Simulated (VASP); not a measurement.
# Au (Fm-3m) in VASP: further runs

Au is run at these levels: r2SCAN; tasks: single point.

Program: VASP 6.6.1. These are calculated values, not measurements. Logs are shortened: lines on timing, memory, paths and dates and some standing lists are left out, and cuts for length are marked.

## 1. The cell of the first run

Symmetry: Fm-3m, No. 225, cubic system. Conventional cell: a = 4.083 Å, b = 4.083 Å, c = 4.083 Å, α = 90.00°, β = 90.00°, γ = 90.00°. Au (site symmetry m-3m) has 12 Au at 2.89 Å within 3.8 Å.

## 2. Single point, r2SCAN (equal strain along all axes, cell held: -1.0 %)

The input, POSCAR:

```
Au
1.0
    2.0415679483      2.0415679483      0.0000000000
   -2.0415679483      2.0415679483      0.0000000000
    0.0000000000      0.0000000000      4.0831358965
Au
2
Direct
    0.0000000000      0.0000000000      0.0000000000
    0.5000000000      0.5000000000      0.5000000000
```

The input, INCAR.step1:

```
PREC     = Accurate       # precision mode
ENCUT    = 520            # plane-wave cutoff, eV
ISMEAR   = 0              # smearing method
SIGMA    = 0.1            # smearing width, eV
LREAL    = F              # projectors in reciprocal space
LASPH    = T              # aspherical terms in the spheres
NELM     = 60             # most SCF steps
NBANDS   = 18             # bands
GGA      = PE             # functional
ALGO     = Normal         # electronic algorithm
EDIFF    = 1E-4           # SCF threshold, eV
LWAVE    = T              # write WAVECAR
LCHARG   = F              # write CHGCAR
```

The input, INCAR.step2:

```
PREC     = Accurate       # precision mode
ENCUT    = 520            # plane-wave cutoff, eV
EDIFF    = 1E-6           # SCF threshold, eV
ISMEAR   = 0              # smearing method
SIGMA    = 0.1            # smearing width, eV
LREAL    = F              # projectors in reciprocal space
LASPH    = T              # aspherical terms in the spheres
NELM     = 60             # most SCF steps
ALGO     = Normal         # electronic algorithm
ISIF     = 2              # what is computed and relaxed
LWAVE    = F              # write WAVECAR
LCHARG   = F              # write CHGCAR
METAGGA  = R2SCAN         # meta-GGA
LMIXTAU  = T            
NBANDS   = 18             # bands
ISTART   = 1
```

The input, KPOINTS:

```
Automatic mesh
0
Gamma
  18 18 12
```

Potentials or basis: VASP PAW PBE potentials, release 64 (Au).

Started as:

```bash
> cat potpaw_PBE.64/Au/POTCAR > POTCAR
> cp INCAR.step1 INCAR
> mpirun -np 1 vasp_std > vasp.out
> cp INCAR.step2 INCAR
> mpirun -np 1 vasp_std > vasp.out
```

OUTCAR:

```text
PREC = Accurate
   ENCUT = 520
   EDIFF = 1E-6
   ISMEAR = 0
   LREAL = F
   LASPH = T
   NELM = 60
   ISIF = 2
   METAGGA = R2SCAN
   ISTART = 1

 ion  position               nearest neighbor table
   1  0.000  0.000  0.000-   2 2.89   2 2.89   2 2.89   2 2.89   2 2.89   2 2.89   2 2.89   2 2.89

   2  0.500  0.500  0.500-   1 2.89   1 2.89   1 2.89   1 2.89   1 2.89   1 2.89   1 2.89   1 2.89

  LATTYP: Found a simple tetragonal cell.
 ALAT       =     2.8872130810
 C/A-ratio  =     1.4142135623

  Lattice vectors:

 A1 = (   2.0415679483,   2.0415679483,   0.0000000000)
 A2 = (  -2.0415679483,   2.0415679483,   0.0000000000)
 A3 = (   0.0000000000,   0.0000000000,   4.0831358965)

Analysis of symmetry for initial positions (statically):
=====================================================================
 Subroutine PRICEL returns following result:

  LATTYP: Found a face centered cubic cell.
 ALAT       =     4.0831358965

  Lattice vectors:

 A1 = (   0.0000000000,  -2.0415679483,  -2.0415679482)
 A2 = (   2.0415679483,   0.0000000000,  -2.0415679482)
 A3 = (   2.0415679483,  -2.0415679483,   0.0000000000)

   2 primitive cells build up your supercell.

 Routine SETGRP: Setting up the symmetry group for a
 simple tetragonal supercell.

 Subroutine GETGRP returns: Found 16 space group operations
 (whereof 16 operations were pure point group operations)
 out of a pool of 16 trial point group operations.

The static configuration has the point symmetry D_4h.

Analysis of symmetry for dynamics (positions and initial velocities):
=====================================================================
 Subroutine PRICEL returns following result:

  LATTYP: Found a face centered cubic cell.
 ALAT       =     4.0831358965

  Lattice vectors:

 A1 = (   0.0000000000,  -2.0415679483,  -2.0415679482)
 A2 = (   2.0415679483,   0.0000000000,  -2.0415679482)
 A3 = (   2.0415679483,  -2.0415679483,   0.0000000000)

   2 primitive cells build up your supercell.

 Routine SETGRP: Setting up the symmetry group for a
 simple tetragonal supercell.

 Subroutine GETGRP returns: Found 16 space group operations
 (whereof 16 operations were pure point group operations)
 out of a pool of 16 trial point group operations.

The dynamic configuration has the point symmetry D_4h.

 Subroutine INISYM returns: Found 16 space group operations
 (whereof 16 operations are pure point group operations),
 and found     2 'primitive' translations

----------------------------------------------------------------------------------------

                                     Primitive cell

  volume of cell :      17.0185

  direct lattice vectors                    reciprocal lattice vectors
     0.000000000 -2.041567948 -2.041567948    -0.244909801 -0.244909801 -0.244909801
     2.041567948  0.000000000 -2.041567948     0.244909801  0.244909801 -0.244909801
     2.041567948 -2.041567948  0.000000000     0.244909801 -0.244909801  0.244909801

  length of vectors
     2.887213081  2.887213081  2.887213081     0.424196219  0.424196219  0.424196219

  position of ions in fractional coordinates (direct lattice)
     0.000000000  0.000000000  0.000000000

  ion indices of the primitive-cell ions
   primitive index   ion index
                 1           1

----------------------------------------------------------------------------------------

 KPOINTS: Automatic mesh

Automatic generation of k-mesh.
 Grid dimensions read from file:
 generate k-points for:   18   18   12

 Generating k-lattice:

  Cartesian coordinates                     Fractional coordinates (reciprocal lattice)
     0.013606100  0.013606100  0.000000000     0.055555556  0.000000000  0.000000000
    -0.013606100  0.013606100  0.000000000     0.000000000  0.055555556  0.000000000
     0.000000000  0.000000000  0.020409150     0.000000000  0.000000000  0.083333333

  Length of vectors
     0.019241931  0.019241931  0.020409150

  Shift w.r.t. Gamma in fractional coordinates (k-lattice)
     0.000000000  0.000000000  0.000000000

 Subroutine IBZKPT returns following result:
 ===========================================

 Found    385 irreducible k-points:

 Following reciprocal coordinates:
            Coordinates               Weight
  0.000000  0.000000  0.000000      1.000000
  0.055556  0.000000  0.000000      4.000000
  0.111111  0.000000  0.000000      4.000000
  0.166667  0.000000  0.000000      4.000000
  0.222222  0.000000  0.000000      4.000000
  0.277778  0.000000  0.000000      4.000000
[... 16 lines left out ...]
  0.277778  0.111111  0.000000      8.000000
  0.333333  0.111111  0.000000      8.000000
 [... further k-points ...]
   k-points           NKPTS =    385   k-points in BZ     NKDIM =    385   number of bands    NBANDS=     18
   number of dos      NEDOS =    301   number of ions     NIONS =      2
   total plane-waves  NPLWV =  17280
   dimension x,y,z NGX =    24 NGY =   24 NGZ =   30
   dimension x,y,z NGXF=    48 NGYF=   48 NGZF=   60
   ions per type =               2
   NGX,Y,Z   is equivalent  to a cutoff of  13.82, 13.82, 12.21 a.u.
   NGXF,Y,Z  is equivalent  to a cutoff of  27.64, 27.64, 24.43 a.u.
 SYSTEM =  unknown system
   PREC   = accura    normal or accurate (medium, high low for compatibility)
   ISTART =      1    job   : 0-new  1-cont  2-samecut
   ICHARG =      0    charge: 1-file 2-atom 10-const
   ISPIN  =      1    spin polarized calculation?
   LNONCOLLINEAR =      F non collinear calculations
   LSORBIT =      F    spin-orbit coupling
   LASPH  =      T    aspherical Exc in radial PAW
   ENCUT  =  520.0 eV  38.22 Ry    6.18 a.u.   5.37  5.37  7.59*2*pi/ulx,y,z
   NELM   =     60;   NELMIN=  2; NELMDL=  0     # of ELM steps
   EDIFF  = 0.1E-05   stopping-criterion for ELM
   LREAL  =      F    real-space projection
[... 7 lines left out ...]
   TEBEG  =    0.0;   TEEND  =   0.0 temperature during run
   PSTRESS=    0.0 pullay stress
   NELECT =      22.0000    total number of electrons
   NUPDOWN=      -1.0000    fix difference up-down
   EMIN   =  10.00;   EMAX   =-10.00  energy-range for DOS
   EFERMI =   0.00;   METHOD = LEGACY
   ISMEAR =     0;   SIGMA  =   0.10  broadening in eV -4-tet -1-fermi 0-gaus
   EFERMI_NEDOS =   21; number of points for ismear=-14 and -15
   IALGO  =     38    algorithm
   IMIX   =      4    mixing-type and parameters
     AMIX     =   0.40;   BMIX     =  1.00
     AMIX_MAG =   1.60;   BMIX_MAG =  1.00
  volume/ion in A,a.u.               =      17.02       114.85
  Fermi-wavevector in a.u.,A,eV,Ry     =   1.415463  2.674837 27.259760  2.003536
  Thomas-Fermi vector in A             =   2.536899
   LORBIT       =      0    0 simple, 1 ext, 2 COOP (PROOUT), +10 PAW based schemes
   METAGGA = R2SCAN    functional components
   LHFCALC =     F    Hartree Fock is set to
   AEXX    =    0.0000 exact exchange contribution
   IVDW    =     0    specifies the selected vdW correction
   LEPSILON=     F    determine dielectric tensor
   LRPA    =     F    only Hartree local field effects (RPA)
 non-spin polarized calculation
 Gauss-broadening in eV      SIGMA  =   0.10
  energy-cutoff  :      520.00
  volume of cell :       34.04
 maximum number of plane-waves:       933
 NGX is ok and might be reduce to    24
   NGX = 11   NGY = 11   NGZ = 15

 number of electron      21.9999998 magnetization

 Free energy of the ion-electron system (eV)
  ---------------------------------------------------
  ext. energy  EPLUGINS =         0.00000000
  ---------------------------------------------------
  free energy    TOTEN  =      -101.17279941 eV

  energy without entropy =     -101.16975335  energy(sigma->0) =     -101.17127638

 E-fermi :   9.3753     XC(G=0): -13.6393

 val. band max:        9.3539291463   @ k =   0.3333   0.1111   0.4167
 cond. band min:       9.3872404721   @ k =   0.4444   0.3333   0.1667
 fundamental gap:      0.0333113257
 Fermi energy:         9.3753045776

 k-point     1 :       0.0000    0.0000    0.0000
  band No.  band energies     occupation
      1      -0.7613      2.00000
      2       1.9962      2.00000
      3       2.2742      2.00000
      4       4.3919      2.00000
      5       4.3919      2.00000
      6       4.3930      2.00000
[... 10 lines left out ...]
     17      27.4370      0.00000
     18      28.7735      0.00000

 k-point     2 :       0.0556    0.0000    0.0000
  band No.  band energies     occupation
      1      -0.6863      2.00000
      2       2.0443      2.00000
      3       2.3172      2.00000
      4       4.3639      2.00000
      5       4.4150      2.00000
      6       4.4261      2.00000
[... 10 lines left out ...]
     17      27.7209      0.00000
     18      28.3284      0.00000

 k-point     3 :       0.1111    0.0000    0.0000
  band No.  band energies     occupation
      1      -0.4647      2.00000
      2       2.1674      2.00000
      3       2.4600      2.00000
      4       4.2850      2.00000
      5       4.4837      2.00000
      6       4.5169      2.00000
[... 10 lines left out ...]
     17      27.3120      0.00000
     18      28.1724      0.00000

 k-point     4 :       0.1667    0.0000    0.0000
  band No.  band energies     occupation
      1      -0.1073      2.00000
      2       2.3243      2.00000
      3       2.7195      2.00000
      4       4.1696      2.00000
      5       4.5961      2.00000
      6       4.6365      2.00000
[... 375 lines left out ...]
      4       3.8072      2.00000
      5       4.8719      2.00000
      6       4.9808      2.00000
[... 10 lines left out ...]
     17      25.7143      0.00000
     18      27.5793      0.00000

 k-point    23 :       0.2778    0.1111    0.0000
  band No.  band energies     occupation
      1       1.1814      2.00000
      2       2.9316      2.00000
      3       3.4783      2.00000
      4       3.6708      2.00000
      5       4.6668      2.00000
      6       4.7794      2.00000
[... 10 lines left out ...]
     17      25.0235      0.00000
     18      27.9546      0.00000

 k-point    24 :       0.3333    0.1111    0.0000
  band No.  band energies     occupation
      1       1.7616      2.00000
      2       3.1501      2.00000
      3       3.5649      2.00000
      4       3.7001      2.00000
      5       4.2783      2.00000
      6       4.5954      2.00000
[... 10 lines left out ...]
     17      23.9266      0.00000
     18      27.3475      0.00000

 [... further k-points ...]
[... 5 lines left out ...]
  --------------------------------------------------------------------------------------
  -------------------------------------------------------------------------------------
  Total        1.1792232      1.1792232      1.1143472      0.0000000      0.0000000      0.0000000
  in kB       55.5079376     55.5079376     52.4541177      0.0000000      0.0000000      0.0000000
  external PRESSURE =      54.4899976 kB  Pullay stress =       0.0000000 kB

 VOLUME and BASIS-vectors are now :
 -----------------------------------------------------------------------------
  energy-cutoff  :      520.00
  volume of cell :       34.04
      direct lattice vectors                 reciprocal lattice vectors
     2.041567948  2.041567948  0.000000000     0.244909801  0.244909801  0.000000000
    -2.041567948  2.041567948  0.000000000    -0.244909801  0.244909801  0.000000000
     0.000000000  0.000000000  4.083135896     0.000000000  0.000000000  0.244909801

 POSITION                                       TOTAL-FORCE (eV/Angst)
 -----------------------------------------------------------------------------------
      0.00000      0.00000      0.00000         0.000000     -0.000000     -0.000000
      0.00000      2.04157      2.04157        -0.000000      0.000000      0.000000
 -----------------------------------------------------------------------------------
    total drift:                               -0.000000      0.000000     -0.000000

  FREE ENERGIE OF THE ION-ELECTRON SYSTEM (eV)
  ---------------------------------------------------
  free  energy   TOTEN  =      -101.1727994130 eV

  energy  without entropy=     -101.1697533510  energy(sigma->0) =     -101.17127638
```

It took 3.1 min on 1 thread of Intel Xeon 6975P-C (Granite Rapids), shared host; peak memory 0.3 GiB.

What came out:

```yaml
Free_energy: -101.1728 eV
Pressure: 5.4 GPa
Band_gap_on_the_k_mesh: zero (band 11 reaches 14.37 eV, above the bottom of band 12 at 6.50 eV)
```

Caveat: the cell differs from its parent crystal (equal strain along all axes, cell held: -1.0 %); the PAW data sets were made with another functional, which shifts forces and pressure a little; spin-orbit coupling is left out, which moves the levels of the heavy elements.

## 3. Single point, r2SCAN

This run uses another cell than the first one, of 17.54 Å³/atom, 1.031 times its volume.

The input, POSCAR:

```
Au
1.0
    2.0621898467      2.0621898467      0.0000000000
   -2.0621898467      2.0621898467      0.0000000000
    0.0000000000      0.0000000000      4.1243796935
Au
2
Direct
    0.0000000000      0.0000000000      0.0000000000
    0.5000000000      0.5000000000      0.5000000000
```

The input, INCAR.step1:

```
PREC = Accurate ; ENCUT = 520
ISMEAR = 0 ; SIGMA = 0.1
LREAL = F ; LASPH = T
NELM = 100 ; NBANDS = 18
GGA = PE ; ALGO = Normal
EDIFF = 1E-4 ; LWAVE = T
LCHARG = F
```

The input, INCAR.step2:

```
PREC = Accurate ; ENCUT = 520
EDIFF = 1E-7 ; ISMEAR = 0
SIGMA = 0.1 ; LREAL = F
LASPH = T ; NELM = 100
ALGO = Normal ; ISIF = 2
LWAVE = F ; LCHARG = F
METAGGA = R2SCAN ; LMIXTAU = T
NBANDS = 18 ; ISTART = 1
```

KPOINTS is that of step 2.

Potentials or basis: VASP PAW PBE potentials, release 64 (Au).

Started as:

```bash
> cat potpaw_PBE.64/Au/POTCAR > POTCAR
> cp INCAR.step1 INCAR
> mpirun -np 1 vasp_std > vasp.out
> cp INCAR.step2 INCAR
> mpirun -np 1 vasp_std > vasp.out
```

It took 3.1 min on 1 thread of Intel Xeon 6975P-C (Granite Rapids), shared host; peak memory 0.31 GiB.

The run converged. Its results:

```yaml
Free_energy: -101.1914 eV
Pressure: 0.3 GPa
Band_gap_on_the_k_mesh: zero (band 11 reaches 13.69 eV, above the bottom of band 12 at 6.06 eV)
```

Levels at points of the mesh, in eV from the Fermi level:
```tsv
k point	band 8	band 9	band 10	band 11	band 12	band 13	band 14	band 15
(0.00, 0.00, 0.00)	-3.35	-2.22	-1.84	-1.84	1.25	5.75	10.42	10.42
(0.50, 0.00, 0.00)	-3.92	-3.34	-3.34	-0.38	-0.38	8.78	8.78	10.45
(0.50, 0.50, 0.00)	-1.84	-1.84	-1.84	1.25	1.25	5.75	5.75	10.42
(0.00, 0.00, 0.50)	-3.60	-3.60	-3.60	-2.81	-2.81	15.19	15.19	15.19
(0.50, 0.00, 0.50)	-2.17	-2.17	-2.17	-0.68	-0.68	3.00	3.00	14.81
(0.50, 0.50, 0.50)	-3.47	-1.84	-1.84	4.77	4.77	6.50	6.50	6.50
```

Caveat: the PAW data sets were made with another functional, which shifts forces and pressure a little; spin-orbit coupling is left out, which moves the levels of the heavy elements.
